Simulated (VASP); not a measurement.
# HfN: relaxation of cell and atoms with PBEsol

Crystal: HfN.

```
Hf N
1.0
     0.00000    2.25116    2.25116
     2.25116    0.00000    2.25116
     2.25116    2.25116    0.00000
Hf N
1 1
Direct
  0.00000 0.00000 0.00000
  0.50000 0.50000 0.50000
```

```json
{"Program": "VASP 6.6.1", "Task": "relaxation of cell and atoms", "Functional": "PBEsol", "Potentials or basis": "VASP PAW PBE potentials, release 64 (Hf_pv, N)", "Cutoff": "600 eV", "k mesh": "16 × 16 × 16", "Occupations": "fermi-dirac, width 0.15 eV", "Spin": "no spin polarisation", "Target pressure": "1 GPa", "Dipole correction": "no", "Further INCAR settings": "ALGO = Normal; EDIFF = 1e-06; IBRION = 2; EDIFFG = -0.001; NSW = 80; ISIF = 3"}
```

* Relaxed volume: 11.28 Å³/atom
* Relaxed cell: a = 3.172 Å, b = 3.172 Å, c = 3.172 Å, α = 60.00°, β = 60.00°, γ = 60.00°
* Space group after relaxing (to 0.1 Å): Fm-3m (No. 225)
* Energy change on relaxing (the run minimises the enthalpy): -0.5 meV/atom
* Ionic steps: 5
* Pressure after relaxing: 1.0 GPa
* Band gap on the k mesh: zero (an odd number of electrons rules out a gap without spin polarisation)

The path:
| step | energy change (eV) | largest force (eV/Å) | pressure (GPa) | volume (Å³) |
| --- | --- | --- | --- | --- |
| 1 | 0.0000 | 0.0000 | -2.28 | 22.82 |
| 2 | 0.0129 | 0.0000 | 8.02 | 22.05 |
| 3 | -0.0011 | 0.0000 | 0.98 | 22.56 |
| 4 | -0.0010 | 0.0000 | 1.03 | 22.56 |
| 5 | -0.0011 | 0.0000 | 0.99 | 22.56 |

Final structure:
```cif
data_structure
_symmetry_space_group_name_H-M 'P 1'
_symmetry_Int_Tables_number 1
_cell_length_a 3.1717
_cell_length_b 3.1717
_cell_length_c 3.1717
_cell_angle_alpha 60.000
_cell_angle_beta 60.000
_cell_angle_gamma 60.000
_cell_volume 22.56
loop_
_atom_site_label
_atom_site_type_symbol
_atom_site_fract_x
_atom_site_fract_y
_atom_site_fract_z
_atom_site_occupancy
Hf1 Hf 0.00000 0.00000 0.00000 1
N1 N 0.50000 0.50000 0.50000 1
```

Levels at points of the mesh, in eV from the Fermi level:
```tsv
k point	band 6	band 7	band 8	band 9	band 10	band 11
(0.00, 0.00, 0.00)	-3.01	-3.01	-0.38	-0.38	-0.38	2.03
(0.50, 0.00, 0.00)	-6.28	-6.28	3.40	3.83	3.83	4.53
(0.50, 0.50, 0.00)	-3.94	-3.66	-3.66	4.21	5.72	5.84
```

Wall time 2.9 min on 1 thread of Intel Xeon 8259CL (shared host), peak memory 0.21 GiB.

Caveat: the cell is relaxed towards a set pressure, so the run minimises the enthalpy, not the energy; the PAW data sets were made with another functional, which shifts forces and pressure a little; spin-orbit coupling is left out, which moves the levels of the heavy elements.
